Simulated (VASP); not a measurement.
Set up this calculation in VASP 6.6.1, as the native input.

- Task: single point
- Functional: LDA
- Potentials or basis: VASP PAW LDA potentials, release 64 (Ir)
- Cutoff: 500 eV
- k mesh: 15 × 15 × 4
- Occupations: fermi-dirac, width 0.1 eV
- Spin: no spin polarisation
- Dipole correction: no
- Further INCAR settings: ALGO = Normal; EDIFF = 1e-06; NBANDS = 26

The structure of Ir lies in POSCAR:

```
Ir
1.0
    2.6605481531      0.0000000000      0.0000000000
   -1.3302740766      2.3041022886      0.0000000000
    0.0000000000      0.0000000000      8.6920965195
Ir
4
Direct
    1.0000000000      1.0000000000      1.0000000000
    1.0000000000      1.0000000000      0.5000000000
    0.3333333333      0.6666666667      0.2500000000
    0.6666666667      0.3333333333      0.7500000000
```

This isn't the form of Ir at room conditions, which is fcc.

The input as run:

INCAR

```
ALGO     = Normal         # electronic algorithm
EDIFF    = 1E-6           # SCF threshold, eV
ENCUT    = 500            # plane-wave cutoff, eV
GGA_COMPAT= False        
ISIF     = 2              # what is computed and relaxed
ISMEAR   = -1             # smearing method
LASPH    = True           # aspherical terms in the spheres
LCHARG   = False          # write CHGCAR
LREAL    = False          # projectors in reciprocal space
LWAVE    = False          # write WAVECAR
NBANDS   = 26             # bands
NELM     = 120            # most SCF steps
PREC     = Accurate       # precision mode
SIGMA    = 0.1            # smearing width, eV
```

KPOINTS

```
k-points
0
Gamma
  15 15 4
```

Potentials or basis: VASP PAW LDA potentials, release 64 (Ir).

Launch:

```sh
$ cat potpaw_LDA.64/Ir/POTCAR > POTCAR
$ mpirun -np 1 vasp_std > vasp.out
```

Results of the run:

```yaml
Pressure: 21.2 GPa
Band_gap_on_the_k_mesh: zero (bands 18 and 19 overlap by 2.81 eV)
```

Caveat: the cell stands under pressure; spin-orbit coupling is left out, which moves the levels of the heavy elements.

Wall time 33 s on 1 thread of Intel(R) Xeon(R) 6975P-C (Granite Rapids), on a shared host, peak memory 0.2 GiB.
